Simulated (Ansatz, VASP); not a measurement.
## Ti: VASP beside Ansatz

The input INCAR:

```
PREC = Accurate
ENCUT = 520
EDIFF = 1E-7
ISMEAR = 0
SIGMA = 0.15
LREAL = F
LASPH = T
NELM = 100
ALGO = Fast
ISIF = 2
LWAVE = F
LCHARG = F
GGA = CA
NBANDS = 12
```

The input KPOINTS:

```
regular mesh
0
Gamma
  20 20 20
```

POSCAR

```
Ti
1.0
   -1.5917700000      1.5917700000      1.6656150000
    1.5917700000     -1.5917700000      1.6656150000
    1.5917700000      1.5917700000     -1.6656150000
Ti
1
Direct
    0.0000000000      0.0000000000      0.0000000000
```

Input for Ansatz:

```yaml
crystal:
  lattice:
    - [-1.59177, 1.59177, 1.665615]
    - [1.59177, -1.59177, 1.665615]
    - [1.59177, 1.59177, -1.665615]
  atoms:
    - { symbol: Ti, position: [0.0, 0.0, 0.0] }
basis:
  ecutwfc: 420
kpoints:
  mp_grid: { grid: [20, 20, 20] }
hamiltonian:
  xc: lda
scf:
  occupations: { method: gaussian, width: 0.15 }
output:
  forces: true
  stress: true
  eigenvalues: true
```

Change from the starting cell: strain -0.030 along x and y, +0.015 along z, atoms carried along.

Alike in both runs: task single point; functional LDA; k mesh 20 × 20 × 20; occupations gaussian, width 0.15 eV; no spin polarisation.

```csv
,VASP,Ansatz
version,VASP 6.6.1,Ansatz 0.2.0
potentials or method,"VASP PAW LDA potentials, release 64 (Ti_sv), cutoff 520 eV","scalar-relativistic, plane waves, PAW"
valence electrons in the cell,12,12
```

|  | VASP | Ansatz | Ansatz less VASP |
| --- | --- | --- | --- |
| gap on the k mesh at the Fermi level (eV) | none | none | - |
| pressure (GPa) | -6.8 | -6.7 | +0.10 |
| traceless stress, the component that is largest in VASP (GPa) | 0.47 | 0.48 | +0.008 |

LDA's correlation is that of Perdew and Zunger in VASP and of Perdew and Wang (1992) in Ansatz. A gap of «none» marks a metal or a gap that the smearing closes.
